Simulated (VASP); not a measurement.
Crystal: Sb.

```
CELL_PARAMETERS angstrom
2.15420 1.24373 3.75800
-2.15420 1.24373 3.75800
0.00000 -2.48746 3.75800
ATOMIC_POSITIONS crystal
Sb 0.76651 0.76651 0.76651
Sb 0.23349 0.23349 0.23349
```

- Program: VASP 6.6.1
- Task: relaxation of cell and atoms
- Functional: LDA
- Potentials or basis: VASP PAW LDA potentials, release 64 (Sb)
- Cutoff: 600 eV
- k mesh: 8 × 8 × 8
- Occupations: fermi-dirac, width 0.05 eV
- Spin: no spin polarisation

At the start: pressure -0.9 GPa; volume 30.21 Å³/atom.

Task: Where does the relaxation end?

Result: Over 8 steps the energy falls by 5.0 meV/atom and the volume is 29.27 Å³/atom (-3.1 %); space group R-3m (No. 166, to 0.1 Å) before and after.

The path:
| step | energy change (eV) | largest force (eV/Å) | pressure (GPa) | volume (Å³) |
| --- | --- | --- | --- | --- |
| 1 | 0.0000 | 0.0764 | -0.93 | 60.41 |
| 2 | -0.0042 | 0.1815 | 0.45 | 58.90 |
| 3 | -0.0043 | 0.1648 | 0.23 | 59.13 |
| 4 | -0.0076 | 0.1049 | 0.18 | 58.87 |
| 5 | -0.0100 | 0.0137 | 0.15 | 58.44 |
| 6 | -0.0100 | 0.0044 | 0.15 | 58.39 |
| 7 | -0.0100 | 0.0162 | -0.19 | 58.72 |
| 8 | -0.0101 | 0.0046 | -0.01 | 58.54 |

Final structure:
```
CELL_PARAMETERS angstrom
2.15104 1.24190 3.65203
-2.15104 1.24190 3.65203
0.00000 -2.48381 3.65203
ATOMIC_POSITIONS crystal
Sb 0.76390 0.76390 0.76390
Sb 0.23610 0.23610 0.23610
```
